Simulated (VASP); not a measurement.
A run of VASP 6.6.1:

The input INCAR:

```
ALGO = Normal
DIPOL = 0.5 0.5 0.500
EDIFF = 1E-6
EDIFFG = -0.01
ENCUT = 520
GGA = PS
IBRION = 2
IDIPOL = 3
ISIF = 2
ISMEAR = -1
KPAR = 4
LASPH = True
LCHARG = False
LDIPOL = True
LREAL = False
LWAVE = False
NELM = 80
NSW = 32
PREC = Accurate
SIGMA = 0.05
```

Contents of KPOINTS:

```
k-points
0
Gamma
  16 8 1
```

Contents of POSCAR:

```
Zn
1.0
    2.5897394499      0.0000000000      0.0000000000
    0.0000000000      4.9158390205      0.0000000000
    0.0000000000      0.0000000000     16.7476000000
Zn
2
Direct
    0.7500000000      0.7500000000      0.4997211770
    0.2500000000      0.2500000000      0.5002788230
```

Potentials or basis: VASP PAW PBE potentials, release 64 (Zn).

The run is started by

```bash
$ cat potpaw_PBE.64/Zn/POTCAR > POTCAR
$ mpirun -np 4 vasp_std > vasp.out
```

Hardware: 4 MPI ranks on Intel(R) Xeon(R) Platinum 8375C CPU @ 2.90GHz (Ice Lake), on a shared host.

Task: How long does it take, and how much memory?

Result: Wall time 44 s on 4 MPI ranks on Intel(R) Xeon(R) Platinum 8375C CPU @ 2.90GHz (Ice Lake), with other jobs on the host, peak memory 0.37 GiB a rank. Counts: scf iterations 11, k points 45, ion steps 1.
